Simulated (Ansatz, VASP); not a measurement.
**Two plane-wave programs on Cr**

```
Cr
1.0
     2.30697    0.00000    0.00000
     0.00000    2.30697    0.00000
     0.00000    0.00000    2.30697
Cr
1
Direct
  0.00000 0.00000 0.00000
```

Alike in both runs: functional PBEsol; k mesh 13 × 13 × 13; occupations fermi-dirac, width 0.1 eV; no spin polarisation.

Ansatz relaxed the structure, and its values are those at the end. VASP's run is a single point on that final structure, the one shown.

```csv
,VASP,Ansatz
version,VASP 6.6.1,Ansatz 0.2.0
potentials or method,"VASP PAW PBE potentials, release 64 (Cr_pv), cutoff 520 eV","plane waves (420 eV) with PAW, scalar-relativistic"
valence electrons in the cell,12,14
```

Ansatz gave:

| Property | Result |
| --- | --- |
| pressure (GPa) | 0.0 |

**Question.** Estimate VASP's values.

**Answer.** Pressure (GPa): -0.2.

VASP's potentials were made for PBE, not for PBEsol, and Ansatz warns of the same on its side. VASP's potentials hold 12 valence electrons a cell and Ansatz's 14, so a difference there can come from the potentials and not from the codes.
